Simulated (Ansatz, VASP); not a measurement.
# One calculation of InSe, two programs

```
In Se
1.0
     1.98658    1.14695    8.26085
    -1.98658    1.14695    8.26085
     0.00000   -2.29390    8.26085
In Se
2 2
Cartesian
  0.0000 0.0000 0.0000
  0.0000 0.0000 2.7806
  0.0000 0.0000 15.2537
  0.0000 0.0000 20.5695
```

Change from the starting cell: volume scaled by 0.98, crystal datasets.

Alike in both runs: task electric field gradients; functional PBEsol; k mesh 7 × 7 × 7; occupations fermi-dirac, width 0.01 eV; no spin polarisation.

|  | VASP | Ansatz |
| --- | --- | --- |
| version | VASP 6.6.1 | Ansatz 0.2.0 |
| potentials or method | VASP PAW PBE potentials, release 64 (In_d, Se), cutoff 520 eV | all-electron PAW with datasets made for the crystal, scalar-relativistic |

```csv
,VASP,Ansatz,Ansatz less VASP
gap on the k mesh at the Fermi level (eV),0.71,0.72,+0.012
pressure (GPa),1.4,1.4,-0.06
"traceless stress, the component that is largest in VASP (GPa)",-0.45,-0.44,+0.011
rms of the force components (eV/Å),0.127,0.115,-0.0113
size of Vzz on the site where it differs most (V/Å²),62.0,65.3,+3.30
```

VASP's potentials were made for PBE, not for PBEsol. Atom by atom the forces differ by 0.011 eV/Å (rms over components). Ansatz ran all-electron here, and VASP with PAW potentials.
